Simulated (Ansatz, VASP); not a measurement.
# HfO2: VASP beside Ansatz

File INCAR:

```
PREC     = Accurate       # precision mode
ENCUT    = 520            # plane-wave cutoff, eV
EDIFF    = 1E-6           # SCF threshold, eV
ISMEAR   = -1             # smearing method
SIGMA    = 0.01           # smearing width, eV
LREAL    = F              # projectors in reciprocal space
LASPH    = T              # aspherical terms in the spheres
NELM     = 100            # most SCF steps
ALGO     = Normal         # electronic algorithm
ISIF     = 2              # what is computed and relaxed
LWAVE    = F              # write WAVECAR
LCHARG   = F              # write CHGCAR
GGA      = PE             # functional
NBANDS   = 18             # bands
```

Contents of KPOINTS:

```
regular mesh
0
Gamma
  9 9 9
```

Contents of POSCAR:

```
HfO2
1.0
    0.0000000000      2.6086500000      2.5575000000
    2.6086500000      0.0000000000      2.5575000000
    2.6086500000      2.6086500000      0.0000000000
Hf O
1 2
Direct
    0.0000000000      0.0000000000      0.0000000000
    0.2500000000      0.2500000000      0.2500000000
    0.7500000000      0.7500000000      0.7500000000
```

Input for Ansatz:

```yaml
crystal:
  lattice:
    - [0.0, 2.60865, 2.5575]
    - [2.60865, 0.0, 2.5575]
    - [2.60865, 2.60865, 0.0]
  atoms:
    - { symbol: Hf, position: [0.0, 0.0, 0.0] }
    - { symbol: O, position: [0.25, 0.25, 0.25] }
    - { symbol: O, position: [0.75, 0.75, 0.75] }
kpoints:
  mp_grid: { grid: [9, 9, 9] }
  band_path:
    path:
      - [0.0, 0.0, 0.0]
      - [0.0, 0.5, 0.5]
      - [0.25, 0.75, 0.5]
      - [0.0, 0.5, 0.0]
      - [0.0, 0.0, 0.0]
      - [0.5, 0.5, 0.0]
      - [0.38005, 0.61995, 0.0]
      - [-0.38005, 0.38005, 0.0]
      - [0.0, 0.0, 0.0]
    npoints: 5
scf:
  occupations: { method: fermi_dirac, width: 0.01 }
hamiltonian:
  xc: pbe
  pseudopotentials: { kind: all_electron, lapw: { basis_error: 0.001 } }
output:
  forces: true
  stress: true
  eigenvalues: true
```

Change from the starting cell: equal xx and yy strain of +2 %.

Alike in both runs: task single point; functional PBE; k mesh 9 × 9 × 9; occupations fermi-dirac, width 0.01 eV; no spin polarisation.

|  | VASP | Ansatz |
| --- | --- | --- |
| version | VASP 6.6.1 | Ansatz 0.2.0 |
| potentials or method | VASP PAW PBE potentials, release 64 (Hf_pv, O), cutoff 520 eV | all-electron LAPW, scalar-relativistic |

```tsv
	VASP	Ansatz	Ansatz less VASP
gap on the k mesh at the Fermi level (eV)	3.53	3.54	+0.014
pressure (GPa)	-14.2	-11.0	+3.17
traceless stress, the component that is largest in VASP (GPa)	5.66	5.57	-0.087
```

Ansatz ran all-electron here, and VASP with PAW potentials.

Spin-orbit coupling is off throughout.
